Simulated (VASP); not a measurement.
Input of a VASP 6.6.1 run:

Contents of INCAR:

```
PREC = Accurate ; ENCUT = 520
EDIFF = 1E-7 ; ISMEAR = 1
SIGMA = 0.1 ; LREAL = F
LASPH = T ; NELM = 80
ALGO = Normal ; ISIF = 2
LWAVE = F ; LCHARG = F
ISYM = 0 ; NBANDS = 11
```

The input KPOINTS:

```
Automatic mesh
0
Gamma
  10 10 10
  0.5 0.5 0.5
```

POSCAR

```
Pt
1.0
    2.7731310000      0.0000000000      0.0000000000
    1.3865655000      2.4016018940      0.0000000000
    1.3865655000      0.8005339647      2.2642519800
Pt
1
Direct
    0.0000000000      0.0000000000      0.0000000000
```

Potentials or basis: VASP PAW LDA potentials, release 64 (Pt).

Launch:

```bash
$ cat potpaw_LDA.64/Pt/POTCAR > POTCAR
$ mpirun -np 1 vasp_std > vasp.out
```

Task: Predict the pressure.

Result: -5.6 GPa.

Task: What does it give for the band gap on the k mesh?

Result: Zero (band 5 reaches 11.57 eV, above the bottom of band 6 at 9.40 eV).

Caveat: spin-orbit coupling is left out, which moves the levels of the heavy elements.
